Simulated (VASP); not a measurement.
# Au (Im-3m) in VASP: notebook

The runs below take Au through single point, with PBE, HSE06.

All numbers are computed with VASP 6.6.1; they aren't measurements. Logs are shortened: lines on timing, memory, paths and dates and some standing lists are left out, and cuts for length are marked.

**1. The cell of the first run**

It takes space group Im-3m (No. 229, cubic). The conventional cell has a = 3.303 Å, b = 3.303 Å, c = 3.303 Å, α = 90.00°, β = 90.00°, γ = 90.00°. Within 3.8 Å of Au (site symmetry m-3m) lie 14 Au at 2.86 to 3.30 Å.

This isn't the form of Au at room conditions, which is fcc.

**2. Single point, PBE**

INCAR

```
  PREC = Accurate
  ENCUT = 520
  EDIFF = 1E-7
  ISMEAR = -1
  SIGMA = 0.1
  LREAL = False
  LASPH = True
  NELM = 100
  ALGO = Normal
  ISIF = 2
  LWAVE = False
  LCHARG = False
  GGA = PE
  NBANDS = 12
```

KPOINTS

```
regular mesh
0
Gamma
  7 7 7
```

POSCAR

```
Au
1.0
   -1.6513495563      1.6513495563      1.6513495563
    1.6513495563     -1.6513495563      1.6513495563
    1.6513495563      1.6513495563     -1.6513495563
Au
1
Direct
    0.0000000000      0.0000000000      0.0000000000
```

Potentials or basis: VASP PAW PBE potentials, release 64 (Au).

Command:

```bash
$ cat potpaw_PBE.64/Au/POTCAR > POTCAR
$ mpirun -np 1 vasp_std > vasp.out
```

OUTCAR:

```text
PREC = Accurate
   ENCUT = 520
   EDIFF = 1E-7
   ISMEAR = -1
   LREAL = False
   LASPH = True
   NELM = 100
   ISIF = 2
   GGA = PE

 ion  position               nearest neighbor table
   1  0.000  0.000  0.000-

  LATTYP: Found a body centered cubic cell.
 ALAT       =     3.3026991126

  Lattice vectors:

 A1 = (  -1.6513495563,   1.6513495563,   1.6513495563)
 A2 = (   1.6513495563,  -1.6513495563,   1.6513495563)
 A3 = (   1.6513495563,   1.6513495563,  -1.6513495563)

Analysis of symmetry for initial positions (statically):
=====================================================================
 Subroutine PRICEL returns:
 Original cell was already a primitive cell.

 Routine SETGRP: Setting up the symmetry group for a
 body centered cubic supercell.

 Subroutine GETGRP returns: Found 48 space group operations
 (whereof 48 operations were pure point group operations)
 out of a pool of 48 trial point group operations.

The static configuration has the point symmetry O_h .

Analysis of symmetry for dynamics (positions and initial velocities):
=====================================================================
 Subroutine PRICEL returns:
 Original cell was already a primitive cell.

 Routine SETGRP: Setting up the symmetry group for a
 body centered cubic supercell.

 Subroutine GETGRP returns: Found 48 space group operations
 (whereof 48 operations were pure point group operations)
 out of a pool of 48 trial point group operations.

The dynamic configuration has the point symmetry O_h .

 Subroutine INISYM returns: Found 48 space group operations
 (whereof 48 operations are pure point group operations),
 and found     1 'primitive' translations

----------------------------------------------------------------------------------------

                                     Primitive cell

  volume of cell :      18.0126

  direct lattice vectors                    reciprocal lattice vectors
    -1.651349556  1.651349556  1.651349556     0.000000000  0.302782653  0.302782653
     1.651349556 -1.651349556  1.651349556     0.302782653  0.000000000  0.302782653
     1.651349556  1.651349556 -1.651349556     0.302782653  0.302782653  0.000000000

  length of vectors
     2.860221333  2.860221333  2.860221333     0.428199335  0.428199335  0.428199335

  position of ions in fractional coordinates (direct lattice)
     0.000000000  0.000000000  0.000000000

  ion indices of the primitive-cell ions
   primitive index   ion index
                 1           1

----------------------------------------------------------------------------------------

 KPOINTS: regular mesh

Automatic generation of k-mesh.
 Grid dimensions read from file:
 generate k-points for:    7    7    7

 Generating k-lattice:

  Cartesian coordinates                     Fractional coordinates (reciprocal lattice)
     0.000000000  0.043254665  0.043254665     0.142857143  0.000000000  0.000000000
     0.043254665  0.000000000  0.043254665     0.000000000  0.142857143  0.000000000
     0.043254665  0.043254665  0.000000000     0.000000000  0.000000000  0.142857143

  Length of vectors
     0.061171334  0.061171334  0.061171334

  Shift w.r.t. Gamma in fractional coordinates (k-lattice)
     0.000000000  0.000000000  0.000000000

 Subroutine IBZKPT returns following result:
 ===========================================

 Found     20 irreducible k-points:

 Following reciprocal coordinates:
            Coordinates               Weight
  0.000000  0.000000  0.000000      1.000000
  0.142857  0.000000  0.000000     12.000000
  0.285714  0.000000  0.000000     12.000000
  0.428571  0.000000  0.000000     12.000000
  0.142857  0.142857  0.000000     24.000000
  0.285714  0.142857  0.000000     48.000000
[... 12 lines left out ...]
 -0.428571 -0.428571  0.285714      8.000000
 -0.428571  0.428571  0.428571      6.000000
   k-points           NKPTS =     20   k-points in BZ     NKDIM =     20   number of bands    NBANDS=     12
   number of dos      NEDOS =    301   number of ions     NIONS =      1
   total plane-waves  NPLWV =  13824
   dimension x,y,z NGX =    24 NGY =   24 NGZ =   24
   dimension x,y,z NGXF=    48 NGYF=   48 NGZF=   48
   ions per type =               1
   NGX,Y,Z   is equivalent  to a cutoff of  13.95, 13.95, 13.95 a.u.
   NGXF,Y,Z  is equivalent  to a cutoff of  27.90, 27.90, 27.90 a.u.
 SYSTEM =  unknown system
   PREC   = accura    normal or accurate (medium, high low for compatibility)
   ISTART =      0    job   : 0-new  1-cont  2-samecut
   ICHARG =      2    charge: 1-file 2-atom 10-const
   ISPIN  =      1    spin polarized calculation?
   LNONCOLLINEAR =      F non collinear calculations
   LSORBIT =      F    spin-orbit coupling
   LASPH  =      T    aspherical Exc in radial PAW
   ENCUT  =  520.0 eV  38.22 Ry    6.18 a.u.   5.32  5.32  5.32*2*pi/ulx,y,z
   NELM   =    100;   NELMIN=  2; NELMDL= -5     # of ELM steps
   EDIFF  = 0.1E-06   stopping-criterion for ELM
   LREAL  =      F    real-space projection
   EDIFFG = 0.1E-05   stopping-criterion for IOM
   NSW    =      0    number of steps for IOM
   IBRION =     -1    ionic relax: 0-MD 1-quasi-New 2-CG
   NFREE  =      0    steps in history (QN), initial steepest desc. (CG)
   ISIF   =      2    stress and relaxation
   ISYM   =      2    0-nonsym 1-usesym 2-fastsym
   POTIM  = 0.5000    time-step for ionic-motion
   TEBEG  =    0.0;   TEEND  =   0.0 temperature during run
   PSTRESS=    0.0 pullay stress
   NELECT =      11.0000    total number of electrons
   NUPDOWN=      -1.0000    fix difference up-down
   EMIN   =  10.00;   EMAX   =-10.00  energy-range for DOS
   EFERMI =   0.00;   METHOD = LEGACY
   ISMEAR =    -1;   SIGMA  =   0.10  broadening in eV -4-tet -1-fermi 0-gaus
   EFERMI_NEDOS =   21; number of points for ismear=-14 and -15
   IALGO  =     38    algorithm
   IMIX   =      4    mixing-type and parameters
     AMIX     =   0.40;   BMIX     =  1.00
     AMIX_MAG =   1.60;   BMIX_MAG =  1.00
  volume/ion in A,a.u.               =      18.01       121.56
  Fermi-wavevector in a.u.,A,eV,Ry     =   1.388929  2.624695 26.247323  1.929124
  Thomas-Fermi vector in A             =   2.513008
   LORBIT       =      0    0 simple, 1 ext, 2 COOP (PROOUT), +10 PAW based schemes
   GGA     = PE    functional components
   LHFCALC =     F    Hartree Fock is set to
   AEXX    =    0.0000 exact exchange contribution
   IVDW    =     0    specifies the selected vdW correction
   LEPSILON=     F    determine dielectric tensor
   LRPA    =     F    only Hartree local field effects (RPA)
 non-spin polarized calculation
  energy-cutoff  :      520.00
  volume of cell :       18.01
 maximum number of plane-waves:       493
 NGX is ok and might be reduce to    24
   NGX = 11   NGY = 11   NGZ = 11

 number of electron      10.9999999 magnetization

 Free energy of the ion-electron system (eV)
  ---------------------------------------------------
  ext. energy  EPLUGINS =         0.00000000
  ---------------------------------------------------
  free energy    TOTEN  =        -3.20965030 eV

  energy without entropy =       -3.19602208  energy(sigma->0) =       -3.20283619

 E-fermi :   8.3868     XC(G=0): -12.3854

 val. band max:        8.3168546610   @ k =  -0.2857   0.4286   0.1429
 cond. band min:       8.6028045372   @ k =  -0.4286   0.4286   0.1429
 fundamental gap:      0.2859498763
 Fermi energy:         8.3867994569

 k-point     1 :       0.0000    0.0000    0.0000
  band No.  band energies     occupation
      1      -0.6939      2.00000
      2       4.0238      2.00000
      3       4.0238      2.00000
      4       4.0238      2.00000
      5       5.7894      2.00000
      6       5.7894      2.00000
      7      25.0835      0.00000
      8      25.0835      0.00000
      9      25.0835      0.00000
     10      31.9337      0.00000
     11      31.9337      0.00000
     12      31.9337      0.00000

 k-point     2 :       0.1429    0.0000    0.0000
  band No.  band energies     occupation
      1      -0.0011      2.00000
      2       3.8198      2.00000
      3       4.0394      2.00000
      4       4.5030      2.00000
      5       5.5886      2.00000
      6       5.8067      2.00000
      7      24.1919      0.00000
      8      24.9102      0.00000
      9      25.9346      0.00000
     10      28.3713      0.00000
     11      29.1289      0.00000
     12      29.6449      0.00000

 k-point     3 :       0.2857    0.0000    0.0000
  band No.  band energies     occupation
      1       1.4689      2.00000
      2       3.3911      2.00000
      3       4.4314      2.00000
      4       5.5280      2.00000
      5       5.7419      2.00000
      6       5.8722      2.00000
      7      18.8341      0.00000
      8      22.8264      0.00000
      9      25.5369      0.00000
     10      27.9877      0.00000
     11      28.4548      0.00000
     12      30.6630      0.00000

 k-point     4 :       0.4286    0.0000    0.0000
  band No.  band energies     occupation
      1       1.8460      2.00000
      2       3.0729      2.00000
      3       5.6079      2.00000
      4       5.9535      2.00000
      5       6.9864      2.00000
      6       7.1234      1.99999
      7      13.2656      0.00000
      8      21.1557      0.00000
      9      22.5629      0.00000
     10      29.4189      0.00000
     11      29.8042      0.00000
     12      31.6392      0.00000

 k-point     5 :       0.1429    0.1429    0.0000
  band No.  band energies     occupation
      1       1.1903      2.00000
      2       3.6829      2.00000
      3       3.7642      2.00000
      4       5.3926      2.00000
      5       5.5582      2.00000
      6       5.9285      2.00000
      7      21.5507      0.00000
      8      22.5243      0.00000
      9      25.1057      0.00000
     10      26.6197      0.00000
     11      29.7631      0.00000
     12      31.3627      0.00000
[... 168 lines left out ...]
      1       2.9926      2.00000
      2       3.4840      2.00000
      3       4.9079      2.00000
      4       4.9079      2.00000
      5       5.6450      2.00000
      6       7.3397      1.99994
      7      20.4424      0.00000
      8      20.4505      0.00000
      9      20.4505      0.00000
     10      23.7883      0.00000
     11      31.9500      0.00000
     12      34.0553      0.00000

 k-point    18 :      -0.4286    0.4286    0.2857
  band No.  band energies     occupation
      1       2.8342      2.00000
      2       3.1271      2.00000
      3       4.9843      2.00000
      4       5.3634      2.00000
      5       6.7467      2.00000
      6      10.2573      0.00000
      7      15.0501      0.00000
      8      18.0884      0.00000
      9      21.6918      0.00000
     10      24.9076      0.00000
     11      27.9786      0.00000
     12      33.4508      0.00000

 k-point    19 :      -0.4286   -0.4286    0.2857
  band No.  band energies     occupation
      1       2.7506      2.00000
      2       2.7506      2.00000
      3       5.0476      2.00000
      4       6.5294      2.00000
      5       6.5294      2.00000
      6      13.0354      0.00000
      7      14.5369      0.00000
      8      14.5369      0.00000
      9      23.0109      0.00000
     10      24.9255      0.00000
     11      24.9255      0.00000
     12      33.0690      0.00000

 k-point    20 :      -0.4286    0.4286    0.4286
  band No.  band energies     occupation
      1       2.3930      2.00000
      2       2.4443      2.00000
      3       6.4581      2.00000
      4       6.4581      2.00000
      5       6.6859      2.00000
      6      12.5806      0.00000
      7      15.6600      0.00000
      8      15.6600      0.00000
      9      19.2960      0.00000
     10      23.9693      0.00000
     11      24.7920      0.00000
     12      33.3035      0.00000

------------------------ aborting loop because EDIFF is reached ----------------------------------------

  FORCE on cell =-STRESS in cart. coord.  units (eV):
  Direction    XX          YY          ZZ          XY          YZ          ZX
  --------------------------------------------------------------------------------------
  -------------------------------------------------------------------------------------
  Total        0.0570954      0.0570954      0.0570954     -0.0000000     -0.0000000     -0.0000000
  in kB        5.0784943      5.0784943      5.0784943     -0.0000000     -0.0000000     -0.0000000
  external PRESSURE =       5.0784943 kB  Pullay stress =       0.0000000 kB

 VOLUME and BASIS-vectors are now :
 -----------------------------------------------------------------------------
  energy-cutoff  :      520.00
  volume of cell :       18.01
      direct lattice vectors                 reciprocal lattice vectors
    -1.651349556  1.651349556  1.651349556     0.000000000  0.302782653  0.302782653
     1.651349556 -1.651349556  1.651349556     0.302782653  0.000000000  0.302782653
     1.651349556  1.651349556 -1.651349556     0.302782653  0.302782653  0.000000000

 POSITION                                       TOTAL-FORCE (eV/Angst)
 -----------------------------------------------------------------------------------
      0.00000      0.00000      0.00000        -0.000000      0.000000     -0.000000
 -----------------------------------------------------------------------------------
    total drift:                                0.000000      0.000000      0.000000

  FREE ENERGIE OF THE ION-ELECTRON SYSTEM (eV)
  ---------------------------------------------------
  free  energy   TOTEN  =        -3.2096502978 eV

  energy  without entropy=       -3.1960220845  energy(sigma->0) =       -3.20283619
```

Run time: 5.7 s. Hardware: 1 thread of AMD EPYC 7R43 (Zen 3), shared host; peak memory 0.11 GiB.

What came out:

* Free energy: -3.2097 eV
* Pressure: 0.5 GPa
* Band gap on the k mesh: zero (an odd number of electrons rules out a gap without spin polarisation)

Caveat: the k points lie up to 0.38 Å⁻¹ apart, too coarse for converged energies and pressures of a metal; spin-orbit coupling is left out, which moves the levels of the heavy elements.

**3. Single point, HSE06**

POSCAR is that of step 2.

INCAR.step1

```
PREC = Accurate ; ENCUT = 520
EDIFF = 1E-5 ; ISMEAR = -1
SIGMA = 0.1 ; LREAL = F
LASPH = T ; NELM = 60
ALGO = Normal ; ISIF = 2
LWAVE = T ; LCHARG = F
GGA = PE ; NBANDS = 12
```

INCAR.step2

```
PREC = Accurate ; ENCUT = 520
EDIFF = 1E-7 ; ISMEAR = -1
SIGMA = 0.1 ; LREAL = F
LASPH = T ; NELM = 60
ALGO = Normal ; ISIF = 2
LWAVE = F ; LCHARG = F
GGA = PE ; LHFCALC = T
HFSCREEN = 0.2079 ; PRECFOCK = Normal
ISTART = 1 ; NBANDS = 12
```

KPOINTS

```
Automatic mesh
0
Gamma
  7 7 7
```

Potentials or basis: VASP PAW PBE potentials, release 64 (Au).

Command:

```bash
$ cat potpaw_PBE.64/Au/POTCAR > POTCAR
$ cp INCAR.step1 INCAR
$ mpirun -np 1 vasp_std > vasp.out
$ cp INCAR.step2 INCAR
$ mpirun -np 1 vasp_std > vasp.out
```

Run time: 20 min. Hardware: 1 thread of AMD EPYC 7R43 (Zen 3), shared host; peak memory 0.21 GiB.

Results (log left out):

```yaml
Free_energy: -3.4081 eV
Pressure: -2.2 GPa
Band_gap_on_the_k_mesh: zero (an odd number of electrons rules out a gap without spin polarisation)
```

Levels at points of the mesh, in eV from the Fermi level:
```tsv
k point	band 2	band 3	band 4	band 5	band 6	band 7	band 8	band 9	band 10	band 11
(0.00, 0.00, 0.00)	-5.39	-5.39	-5.39	-3.56	-3.56	17.82	17.82	17.82	25.23	25.23
```

Caveat: the k points lie up to 0.38 Å⁻¹ apart, too coarse for converged energies and pressures of a metal; the PAW data sets were made with another functional, which shifts forces and pressure a little; spin-orbit coupling is left out, which moves the levels of the heavy elements.
